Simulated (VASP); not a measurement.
Input of a VASP 6.6.1 run:

Contents of POSCAR:

```
SnSe
1.0
   11.2543279200      0.0000000000      0.0000000000
    0.0000000000      4.1434139600      0.0000000000
    0.0000000000      0.0000000000      4.3938400700
Se Sn
4 4
Direct
    0.8555000000      0.2500000000      0.4828000000
    0.6445000000      0.7500000000      0.9828000000
    0.3555000000      0.2500000000      0.0172000000
    0.1445000000      0.7500000000      0.5172000000
    0.1187000000      0.2500000000      0.0988000000
    0.3813000000      0.7500000000      0.5988000000
    0.6187000000      0.2500000000      0.4012000000
    0.8813000000      0.7500000000      0.9012000000
```

The input INCAR.step1:

```
SYSTEM = SnSe
ALGO = Normal
EDIFF = 1E-4
ENCUT = 520
GGA = PE
ISMEAR = 1
LASPH = .True.
LCHARG = .False.
LREAL = .False.
LWAVE = .True.
NBANDS = 50
NELM = 80
PREC = Accurate
SIGMA = 0.2563
```

The input INCAR.step2:

```
SYSTEM = SnSe
ALGO = Normal
EDIFF = 1E-6
ENCUT = 520
ISIF = 2
ISMEAR = 1
ISTART = 1
LASPH = .True.
LCHARG = .False.
LMIXTAU = .True.
LREAL = .False.
LWAVE = .False.
METAGGA = R2SCAN
NBANDS = 50
NELM = 80
PREC = Accurate
SIGMA = 0.2563
```

KPOINTS

```
k-points
0
Gamma
  3 6 6
  0 0 0
```

Potentials or basis: VASP PAW PBE potentials, release 64 (Se, Sn_d).

Command:

```sh
$ cat potpaw_PBE.64/Se/POTCAR potpaw_PBE.64/Sn_d/POTCAR > POTCAR
$ cp INCAR.step1 INCAR
$ mpirun -np 1 vasp_std > vasp.out
$ cp INCAR.step2 INCAR
$ mpirun -np 1 vasp_std > vasp.out
```

Question: What does it give for the largest force?

Answer: 0.205 eV/Å.

Question: Predict the band gap on the k mesh.

Answer: 0.86 eV (least direct gap 1.04 eV).

Forces on the atoms (eV/Å):
```
Se   0.167  0.000  0.050
Se  -0.167  0.000  0.050
Se   0.167  0.000 -0.050
Se  -0.167  0.000 -0.050
Sn  -0.205  0.000  0.010
Sn   0.205  0.000  0.010
Sn  -0.205  0.000 -0.010
Sn   0.205  0.000 -0.010
```

Caveat: the PAW data sets were made with another functional, which shifts forces and pressure a little; spin-orbit coupling is left out, which moves the levels of the heavy elements. A k mesh can miss the band edges.
